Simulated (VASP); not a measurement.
Write the native input for VASP 6.6.1 that does the following.

| Item | Value |
| --- | --- |
| Task | single point |
| Functional | r2SCAN |
| Potentials or basis | VASP PAW PBE potentials, release 64 (Ga_d, Sb) |
| Cutoff | 520 eV |
| k mesh | 12 × 12 × 12 |
| Occupations | fermi-dirac, width 0.05 eV |
| Spin | no spin polarisation |
| Dipole correction | no |
| Further INCAR settings | ALGO = Normal; EDIFF = 1e-06; NBANDS = 16 |

The system is GaSb (rocksalt type).

```xyz
2
Lattice="0.0000 2.8691 2.8691 2.8691 0.0000 2.8691 2.8691 2.8691 0.0000" Properties=species:S:1:pos:R:3 pbc="T T T"
Ga    0.0000    0.0000    0.0000
Sb    2.8691    2.8691    2.8691
```

The input as run:

POSCAR

```
GaSb
1.0
    0.0000000000      2.8691404644      2.8691404644
    2.8691404644      0.0000000000      2.8691404644
    2.8691404644      2.8691404644      0.0000000000
Ga Sb
1 1
Direct
    0.0000000000      0.0000000000      0.0000000000
    0.5000000000      0.5000000000      0.5000000000
```

INCAR.step1

```
SYSTEM = GaSb
ALGO = Normal ; EDIFF = 1E-4
ENCUT = 520 ; GGA = PE
ISMEAR = -1 ; LASPH = .True.
LCHARG = .False. ; LREAL = .False.
LWAVE = .True. ; NBANDS = 16
NELM = 80 ; PREC = Accurate
SIGMA = 0.05
```

INCAR.step2

```
SYSTEM = GaSb
ALGO = Normal ; EDIFF = 1E-6
ENCUT = 520 ; ISIF = 2
ISMEAR = -1 ; ISTART = 1
LASPH = .True. ; LCHARG = .False.
LMIXTAU = .True. ; LREAL = .False.
LWAVE = .False. ; METAGGA = R2SCAN
NBANDS = 16 ; NELM = 80
PREC = Accurate ; SIGMA = 0.05
```

KPOINTS

```
k-points
0
Gamma
  12 12 12
  0 0 0
```

Potentials or basis: VASP PAW PBE potentials, release 64 (Ga_d, Sb).

The run is started by

```console
$ cat potpaw_PBE.64/Ga_d/POTCAR potpaw_PBE.64/Sb/POTCAR > POTCAR
$ cp INCAR.step1 INCAR
$ mpirun -np 1 vasp_std > vasp.out
$ cp INCAR.step2 INCAR
$ mpirun -np 1 vasp_std > vasp.out
```

It gave:

| Property | Result |
| --- | --- |
| Pressure | 0.1 GPa |
| Band gap on the k mesh | zero (bands 9 and 10 overlap by 3.51 eV) |

Caveat: the PAW data sets were made with another functional, which shifts forces and pressure a little; spin-orbit coupling is left out, which moves the levels of the heavy elements.

Wall time 5.6 min on 1 thread of Intel Xeon 8259CL (shared host), peak memory 0.21 GiB.
